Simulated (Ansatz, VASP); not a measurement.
# One calculation of Sn, two programs

```
CELL_PARAMETERS angstrom
0.00000 3.32911 3.32911
3.32911 0.00000 3.32911
3.32911 3.32911 0.00000
ATOMIC_POSITIONS crystal
Sn 0.00000 0.00000 0.00000
Sn 0.25000 0.25000 0.25000
```

Alike in both runs: functional PBE; k mesh 12 × 12 × 12; occupations gaussian, width 0.1 eV; no spin polarisation.

Ansatz relaxed the structure, and its values are those at the end. VASP's run is a single point on that final structure, the one shown.

|  | VASP | Ansatz |
| --- | --- | --- |
| version | VASP 6.6.1 | Ansatz 0.2.0 |
| potentials or method | VASP PAW PBE potentials, release 64 (Sn_d), cutoff 520 eV | scalar-relativistic, plane waves, PAW |
| valence electrons in the cell | 28 | 28 |

Ansatz gave:

* gap on the k mesh at the Fermi level (eV): none
* pressure (GPa): 0.0

Task: Which values does VASP return?

Result: gap on the k mesh at the Fermi level (eV): none; pressure (GPa): -0.1.

A gap of «none» marks a metal or a gap that the smearing closes.
